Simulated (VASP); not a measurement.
Write the native input for VASP 6.6.1 that does the following.

| Item | Value |
| --- | --- |
| Task | single point |
| Functional | PBE |
| Potentials or basis | VASP PAW PBE potentials, release 64 (Cs_sv, Sn_d, I) |
| Cutoff | 520 eV |
| k mesh | 6 × 6 × 6 |
| Occupations | gaussian, width 0.02 eV |
| Spin | no spin polarisation |
| Dipole correction | no |
| Further INCAR settings | ALGO = Normal; EDIFF = 1e-06; NBANDS = 30 |

The structure of CsSnI3 lies in POSCAR:

```
CsSnI3
1.0
    6.0318433536      0.0000000000      0.0000000000
    0.0000000000      6.0318433536      0.0000000000
    0.0000000000      0.0000000000      6.0318433536
Cs Sn I
1 1 3
Direct
    0.0000000000      0.0000000000      0.0000000000
    0.5000000000      0.5000000000      0.5000000000
    0.0000000000      0.5000000000      0.5000000000
    0.5000000000      0.0000000000      0.5000000000
    0.5000000000      0.5000000000      0.0000000000
```

This cell differs from its parent crystal: equal strain along all axes, cell held: -4.0 %.

One way to write it, as run:

INCAR

```
SYSTEM = CsSnI3
PREC = Accurate
ENCUT = 520
EDIFF = 1E-6
ISMEAR = 0
SIGMA = 0.02
LREAL = .False.
LASPH = .True.
NELM = 60
ALGO = Normal
ISIF = 2
LWAVE = .False.
LCHARG = .False.
GGA = PE
NBANDS = 30
```

KPOINTS

```
Automatic mesh
0
Gamma
  6 6 6
  0 0 0
```

Potentials or basis: VASP PAW PBE potentials, release 64 (Cs_sv, Sn_d, I).

Launch:

```console
$ cat potpaw_PBE.64/Cs_sv/POTCAR potpaw_PBE.64/Sn_d/POTCAR potpaw_PBE.64/I/POTCAR > POTCAR
$ mpirun -np 1 vasp_std > vasp.out
```

Results of the run:

| Property | Result |
| --- | --- |
| Pressure | 2.5 GPa |
| Band gap on the k mesh | zero (filled and empty bands touch) |

Caveat: the cell differs from its parent crystal (equal strain along all axes, cell held: -4.0 %); semilocal functionals underestimate gaps, and a narrow one can read as zero; spin-orbit coupling is left out, which moves the levels of the heavy elements.

Run time: 58 s on 1 thread of Intel(R) Xeon(R) 6975P-C (Granite Rapids), with other jobs on the host, peak memory 0.39 GiB.
